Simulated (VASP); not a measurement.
Write the native input for VASP 6.6.1 that does the following.

```yaml
Task: single point
Functional: PBE
Potentials_or_basis: VASP PAW PBE potentials, release 64 (Cu, I)
Cutoff: 600 eV
k_mesh: 8 × 8 × 8
Occupations: gaussian, width 0.02 eV
Spin: no spin polarisation
Dipole_correction: no
Further_INCAR_settings: ALGO = Normal; EDIFF = 1e-06; NBANDS = 16
```

The structure of CuI (hm.bB) lies in POSCAR:

```
CuI
1.0
    0.0000000000      3.0387597115      3.0387597115
    3.0387597115      0.0000000000      3.0387597115
    3.0387597115      3.0387597115      0.0000000000
Cu I
1 1
Direct
    0.0000000000      0.0000000000      0.0000000000
    0.2500000000      0.2500000000      0.2500000000
```

One way to write it, as run:

INCAR

```
  PREC = Accurate
  ENCUT = 600
  EDIFF = 1E-6
  ISMEAR = 0
  SIGMA = 0.02
  LREAL = F
  LASPH = T
  NELM = 120
  ALGO = Normal
  ISIF = 2
  LWAVE = F
  LCHARG = F
  GGA = PE
  NBANDS = 16
  GGA_COMPAT = F
```

KPOINTS

```
regular mesh
0
Gamma
  8 8 8
```

Potentials or basis: VASP PAW PBE potentials, release 64 (Cu, I).

Launch:

```console
$ cat potpaw_PBE.64/Cu/POTCAR potpaw_PBE.64/I/POTCAR > POTCAR
$ mpirun -np 1 vasp_std > vasp.out
```

Results of the run:

- Pressure: 0.0 GPa
- Band gap on the k mesh: 1.12 eV, direct

Caveat: spin-orbit coupling is left out, which moves the levels of the heavy elements.

It took 61 s on 1 thread of Intel Xeon 8259CL, on a shared host, peak memory 0.22 GiB.
